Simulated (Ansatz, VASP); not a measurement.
## TiSi: VASP beside Ansatz

The input INCAR:

```
ALGO = Normal ; EDIFF = 1E-7
ENCUT = 520 ; GGA = PS
ISIF = 2 ; ISMEAR = 0
LASPH = True ; LCHARG = True
LELF = True ; LREAL = False
LVHAR = True ; LWAVE = False
NBANDS = 15 ; NELM = 80
PREC = Accurate ; SIGMA = 0.15
```

The input KPOINTS:

```
k-points
0
Gamma
  16 22 22
```

The input POSCAR:

```
TiSi
1.0
    3.5086773044      0.0000000000      0.0000000000
    0.0000000000      1.6676321653      2.0659937855
    0.0000000000     -1.6676321653      2.0659937855
Ti Si
1 1
Direct
    0.0000000000      0.0507344298      0.0507344298
    0.5000000000      0.5507655702      0.5507655702
```

Input for Ansatz:

```yaml
crystal:
  lattice:
    - [3.5086773044, 0.0, 0.0]
    - [0.0, 1.6676321653, 2.0659937855]
    - [0.0, -1.6676321653, 2.0659937855]
  atoms:
    - { symbol: Ti, position: [0.0, 0.0507344298, 0.0507344298] }
    - { symbol: Si, position: [0.5, 0.5507655702, 0.5507655702] }
basis:
  ecutwfc: 420
kpoints:
  mp_grid: { grid: [16, 22, 22] }
hamiltonian:
  xc: pbesol
scf:
  occupations: { method: gaussian, width: 0.15 }
output:
  forces: true
  stress: true
  eigenvalues: true
```

Change from the starting cell: strain -0.0750 x Voigt [1, 1, 0, 0, 0, 0], atoms carried along.

Alike in both runs: task single point; functional PBEsol; k mesh 16 × 22 × 22; occupations gaussian, width 0.15 eV; no spin polarisation.

```csv
,VASP,Ansatz
version,VASP 6.6.1,Ansatz 0.2.0
potentials or method,"VASP PAW PBE potentials, release 64 (Ti_sv, Si), cutoff 520 eV","scalar-relativistic, plane waves, PAW"
valence electrons in the cell,16,16
```

|  | VASP | Ansatz | Ansatz less VASP |
| --- | --- | --- | --- |
| gap on the k mesh at the Fermi level (eV) | none | none | - |
| pressure (GPa) | 35.0 | 35.0 | 0.00 |
| traceless stress, the component that is largest in VASP (GPa) | -14.67 | -14.55 | +0.121 |

VASP's potentials were made for PBE, not for PBEsol. A gap of «none» marks a metal or a gap that the smearing closes. Both programs put the cell under a high pressure, so it lies far from rest at this level.
